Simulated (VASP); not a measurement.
# Re (P6_3/mmc) in VASP: a series of runs

The runs below take Re through single point, with RPBE.

Everything below comes from runs of VASP 6.6.1. Logs are shortened: lines on timing, memory, paths and dates and some standing lists are left out, and cuts for length are marked.

## 1. The cell of the first run

The structure is hexagonal, space group P6_3/mmc (No. 194). Conventional cell: a = 2.671 Å, b = 2.671 Å, c = 8.610 Å, α = 90.00°, β = 90.00°, γ = 120.00°. Within 3.5 Å of Re (site symmetry -3m) lie 12 Re at 2.65 to 2.67 Å. Within 3.5 Å of Re (site symmetry -6m2) lie 12 Re at 2.65 to 2.67 Å.

## 2. Single point, RPBE (volume scaled by 0.88)

INCAR

```
SYSTEM = Re
PREC = Accurate
ENCUT = 520
EDIFF = 1E-6
ISMEAR = -1
SIGMA = 0.1
LREAL = .False.
LASPH = .True.
NELM = 60
ALGO = Normal
ISIF = 2
LWAVE = .False.
LCHARG = .True.
GGA = RP
LELF = .True.
LVHAR = .True.
NBANDS = 22
```

KPOINTS

```
Automatic mesh
0
Gamma
  15 15 4
  0 0 0
```

POSCAR

```
Re
1.0
    2.6705756228      0.0000000000      0.0000000000
   -1.3352878114      2.3127863321      0.0000000000
    0.0000000000      0.0000000000      8.6098964705
Re
4
Direct
    0.0000000000      1.0000000000      1.0000000000
    0.0000000000      1.0000000000      0.5000000000
    0.3333333333      0.6666666667      0.2500000000
    0.6666666667      0.3333333333      0.7500000000
```

Potentials or basis: VASP PAW PBE potentials, release 64 (Re).

Command:

```
$ cat potpaw_PBE.64/Re/POTCAR > POTCAR
$ mpirun -np 1 vasp_std > vasp.out
```

OUTCAR:

```text
SYSTEM = Re
   PREC = Accurate
   ENCUT = 520
   EDIFF = 1E-6
   ISMEAR = -1
   LREAL = .False.
   LASPH = .True.
   NELM = 60
   ISIF = 2
   GGA = RP

 ion  position               nearest neighbor table
   1  0.000  0.000  0.000-   3 2.65   4 2.65   4 2.65   3 2.65   4 2.65   3 2.65
   2  0.000  0.000  0.500-   3 2.65   4 2.65   4 2.65   3 2.65   4 2.65   3 2.65
   3  0.333  0.667  0.250-   1 2.65   2 2.65   1 2.65   2 2.65   1 2.65   2 2.65
   4  0.667  0.333  0.750-   1 2.65   2 2.65   1 2.65   2 2.65   1 2.65   2 2.65

  LATTYP: Found a hexagonal cell.
 ALAT       =     2.6705756228
 C/A-ratio  =     3.2239852701

  Lattice vectors:

 A1 = (   2.6705756228,   0.0000000000,   0.0000000000)
 A2 = (  -1.3352878114,   2.3127863321,   0.0000000000)
 A3 = (   0.0000000000,   0.0000000000,   8.6098964705)

Analysis of symmetry for initial positions (statically):
=====================================================================
 Subroutine PRICEL returns:
 Original cell was already a primitive cell.

 Routine SETGRP: Setting up the symmetry group for a
 hexagonal supercell.

 Subroutine GETGRP returns: Found 24 space group operations
 (whereof 12 operations were pure point group operations)
 out of a pool of 24 trial point group operations.

The static configuration has the point symmetry D_3d.
 The point group associated with its full space group is D_6h.

Analysis of symmetry for dynamics (positions and initial velocities):
=====================================================================
 Subroutine PRICEL returns:
 Original cell was already a primitive cell.

 Routine SETGRP: Setting up the symmetry group for a
 hexagonal supercell.

 Subroutine GETGRP returns: Found 24 space group operations
 (whereof 12 operations were pure point group operations)
 out of a pool of 24 trial point group operations.

The dynamic configuration has the point symmetry D_3d.
 The point group associated with its full space group is D_6h.

 Subroutine INISYM returns: Found 24 space group operations
 (whereof 12 operations are pure point group operations),
 and found     1 'primitive' translations

----------------------------------------------------------------------------------------

                                     Primitive cell

  volume of cell :      53.1788

  direct lattice vectors                    reciprocal lattice vectors
[... 83 lines left out ...]
   ISTART =      0    job   : 0-new  1-cont  2-samecut
   ICHARG =      2    charge: 1-file 2-atom 10-const
   ISPIN  =      1    spin polarized calculation?
   LNONCOLLINEAR =      F non collinear calculations
   LSORBIT =      F    spin-orbit coupling
   LASPH  =      T    aspherical Exc in radial PAW
   ENCUT  =  520.0 eV  38.22 Ry    6.18 a.u.   4.97  4.97 16.01*2*pi/ulx,y,z
   NELM   =     60;   NELMIN=  2; NELMDL= -5     # of ELM steps
   EDIFF  = 0.1E-05   stopping-criterion for ELM
   LREAL  =      F    real-space projection
   EDIFFG = 0.1E-04   stopping-criterion for IOM
   NSW    =      0    number of steps for IOM
   IBRION =     -1    ionic relax: 0-MD 1-quasi-New 2-CG
   NFREE  =      0    steps in history (QN), initial steepest desc. (CG)
   ISIF   =      2    stress and relaxation
   ISYM   =      2    0-nonsym 1-usesym 2-fastsym
   POTIM  = 0.5000    time-step for ionic-motion
   TEBEG  =    0.0;   TEEND  =   0.0 temperature during run
   PSTRESS=    0.0 pullay stress
   NELECT =      28.0000    total number of electrons
   NUPDOWN=      -1.0000    fix difference up-down
   EMIN   =  10.00;   EMAX   =-10.00  energy-range for DOS
   EFERMI =   0.00;   METHOD = LEGACY
   ISMEAR =    -1;   SIGMA  =   0.10  broadening in eV -4-tet -1-fermi 0-gaus
   EFERMI_NEDOS =   21; number of points for ismear=-14 and -15
   IALGO  =     38    algorithm
   IMIX   =      4    mixing-type and parameters
     AMIX     =   0.40;   BMIX     =  1.00
     AMIX_MAG =   1.60;   BMIX_MAG =  1.00
  volume/ion in A,a.u.               =      13.29        89.72
  Fermi-wavevector in a.u.,A,eV,Ry     =   1.321949  2.498122 23.776853  1.747549
  Thomas-Fermi vector in A             =   2.451666
   LORBIT       =      0    0 simple, 1 ext, 2 COOP (PROOUT), +10 PAW based schemes
   GGA     = RP    functional components
   LHFCALC =     F    Hartree Fock is set to
   AEXX    =    0.0000 exact exchange contribution
   IVDW    =     0    specifies the selected vdW correction
   LEPSILON=     F    determine dielectric tensor
   LRPA    =     F    only Hartree local field effects (RPA)
 non-spin polarized calculation
  energy-cutoff  :      520.00
  volume of cell :       53.18
 maximum number of plane-waves:      1455
 NGX is ok and might be reduce to    20
   NGX =  9   NGY =  9   NGZ = 33

 number of electron      27.9999998 magnetization

 Free energy of the ion-electron system (eV)
  ---------------------------------------------------
  ext. energy  EPLUGINS =         0.00000000
  ---------------------------------------------------
  free energy    TOTEN  =       -46.11766952 eV

  energy without entropy =      -46.03095429  energy(sigma->0) =      -46.07431190

 E-fermi :   9.4115     XC(G=0): -14.2748

 val. band max:        9.3913458355   @ k =   0.4000   0.0000   0.2500
 cond. band min:       9.4520938466   @ k =   0.1333   0.0667   0.0000
 fundamental gap:      0.0607480111
 Fermi energy:         9.4115457380

 k-point     1 :       0.0000    0.0000    0.0000
  band No.  band energies     occupation
      1      -1.2885      2.00000
      2       1.2178      2.00000
      3       1.2836      2.00000
      4       1.8869      2.00000
      5       6.5156      2.00000
      6       6.6263      2.00000
[... 589 lines left out ...]
     21      16.6932      0.00000
     22      17.2979      0.00000

 [... further k-points ...]
[... 5 lines left out ...]
  --------------------------------------------------------------------------------------
  -------------------------------------------------------------------------------------
  Total       19.9813215     19.9813215     20.0798242     -0.0000000      0.0000000      0.0000000
  in kB      601.9999695    601.9999695    604.9676694     -0.0000000      0.0000000      0.0000000
  external PRESSURE =     602.9892028 kB  Pullay stress =       0.0000000 kB

 VOLUME and BASIS-vectors are now :
 -----------------------------------------------------------------------------
  energy-cutoff  :      520.00
  volume of cell :       53.18
      direct lattice vectors                 reciprocal lattice vectors
     2.670575623  0.000000000  0.000000000     0.374451108  0.216189448  0.000000000
    -1.335287811  2.312786332  0.000000000     0.000000000  0.432378896  0.000000000
     0.000000000  0.000000000  8.609896471     0.000000000  0.000000000  0.116145415

 POSITION                                       TOTAL-FORCE (eV/Angst)
 -----------------------------------------------------------------------------------
      0.00000      0.00000      0.00000         0.000000      0.000000      0.000000
      0.00000      0.00000      4.30495         0.000000      0.000000      0.000000
     -0.00000      1.54186      2.15247         0.000000      0.000000      0.000000
      1.33529      0.77093      6.45742        -0.000000      0.000000      0.000000
 -----------------------------------------------------------------------------------
    total drift:                                0.000000     -0.000000      0.000000

  FREE ENERGIE OF THE ION-ELECTRON SYSTEM (eV)
  ---------------------------------------------------
  free  energy   TOTEN  =       -46.1176695161 eV

  energy  without entropy=      -46.0309542933  energy(sigma->0) =      -46.07431190
```

stdout:

```text
POSCAR found type information on POSCAR Re
 POSCAR found :  1 types and       4 ions
 scaLAPACK will be used
 -----------------------------------------------------------------------------
|                                                                             |
|                                                                             |
|     You enforced a specific xc type in the INCAR file but a different       |
|     I HOPE YOU KNOW WHAT YOU ARE DOING!                                     |
|                                                                             |
 -----------------------------------------------------------------------------

 LDA part: xc-table for (Slater+PW92), standard interpolation
 POSCAR, INCAR and KPOINTS ok, starting setup
 FFT: planning ... GRIDC
 FFT: planning ... GRID_SOFT
 FFT: planning ... GRID
 WAVECAR not read
 entering main loop
```

It took 83 s on 1 thread of Intel Xeon Platinum 8488C (Sapphire Rapids), shared host; peak memory 0.21 GiB.

Results:

- Free energy: -46.1177 eV
- Pressure: 60.3 GPa
- Band gap on the k mesh: zero (band 14 reaches 11.04 eV, above the bottom of band 15 at 7.90 eV)

Caveat: the PAW data sets were made with another functional, which shifts forces and pressure a little; spin-orbit coupling is left out, which moves the levels of the heavy elements.

[end of part 1 of 2]
